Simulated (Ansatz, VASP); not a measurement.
## NaF: VASP beside Ansatz

```
Na F
1.0
     0.00000    2.28568    2.28568
     2.28568    0.00000    2.28568
     2.28568    2.28568    0.00000
Na F
1 1
Direct
  0.00000 0.00000 0.00000
  0.50000 0.50000 0.50000
```

Change from the starting cell: hydrostatic strain -0.5%.

Alike in both runs: task single point; functional HSE06; k mesh 6 × 6 × 6; no spin polarisation.

```csv
,VASP,Ansatz
version,VASP 6.6.1,Ansatz 0.2.0
potentials or method,"VASP PAW PBE potentials, release 64 (Na_pv, F)","plane waves, PAW"
plane-wave cutoff (eV),520,420
occupations,"gaussian, width 0.01 eV",fixed
valence electrons in the cell,14,16
```

|  | VASP | Ansatz | Ansatz less VASP |
| --- | --- | --- | --- |
| gap on the k mesh at the Fermi level (eV) | 8.70 | 8.73 | +0.032 |
| pressure (GPa) | 2.5 | 2.4 | -0.16 |

VASP's potentials hold 14 valence electrons a cell and Ansatz's 16, so a difference there can come from the potentials and not from the codes. Ansatz's warnings: stress exchange threshold loose, stress scf threshold loose.
